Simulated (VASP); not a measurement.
## Ir: single point with PBE

Crystal: Ir.

```
CELL_PARAMETERS angstrom
2.74633 0.00000 0.00000
-1.37316 2.37839 0.00000
0.00000 0.00000 4.46151
ATOMIC_POSITIONS crystal
Ir 0.33333 0.66667 0.25000
Ir 0.66667 0.33333 0.75000
```

```yaml
Program: VASP 6.6.1
Task: single point
Functional: PBE
Potentials_or_basis: VASP PAW PBE potentials, release 64 (Ir)
Cutoff: 520 eV
k_mesh: 13 × 13 × 7
Occupations: fermi-dirac, width 0.05 eV
Spin: collinear spin, ferromagnetic start
Starting_moments: "[1.0, 1.0] μB"
Dipole_correction: no
Further_INCAR_settings: ALGO = Normal; EDIFF = 1e-07; NBANDS = 20
```

The pressure is 0.5 GPa and the band gap on the k mesh is zero (filled and empty bands overlap). The net moment is 0.00 μB per cell. The valence electrons inside the program's atomic spheres are Ir 8.30.

Levels at points of the mesh, in eV from the Fermi level:
Spin up:
```tsv
k point	band 6	band 7	band 8	band 9	band 10	band 11	band 12	band 13
(0.00, 0.00, 0.00)	-3.08	-3.08	-2.29	-2.29	-0.78	0.24	0.24	6.77
```
Spin down:
| k point | band 6 | band 7 | band 8 | band 9 | band 10 | band 11 | band 12 | band 13 |
| --- | --- | --- | --- | --- | --- | --- | --- | --- |
| (0.00, 0.00, 0.00) | -3.08 | -3.08 | -2.29 | -2.29 | -0.78 | 0.24 | 0.24 | 6.77 |

Wall time 38 s on 1 thread of Intel(R) Xeon(R) 6975P-C (Granite Rapids), on a shared host, peak memory 0.2 GiB.

Caveat: spin-orbit coupling is left out, which moves the levels of the heavy elements.
